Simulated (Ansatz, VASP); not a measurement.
**One calculation of InP, two programs**

```
In P
1.0
     0.00000    3.28954    2.32571
     3.28954    0.00000    2.32571
     3.28954    3.28954    0.00000
In P
1 1
Direct
  0.00000 0.00000 0.00000
  0.75000 0.75000 0.75000
```

Alike in both runs: task single point; functional PBE; k mesh 10 × 10 × 10; occupations gaussian, width 0.05 eV; no spin polarisation.

|  | VASP | Ansatz |
| --- | --- | --- |
| version | VASP 6.6.1 | Ansatz 0.2.0 |
| potentials or method | VASP PAW PBE potentials, release 64 (In_d, P), cutoff 520 eV | scalar-relativistic, plane waves, PAW |
| valence electrons in the cell | 18 | 18 |

|  | VASP | Ansatz | Ansatz less VASP |
| --- | --- | --- | --- |
| gap on the k mesh at the Fermi level (eV) | none | none | - |
| pressure (GPa) | 0.2 | 0.3 | +0.05 |
| traceless stress, the component that is largest in VASP (GPa) | 4.66 | 4.65 | -0.006 |

A gap of «none» marks a metal or a gap that the smearing closes. With one functional, cell and mesh, what is left measures potentials, basis and numerics.
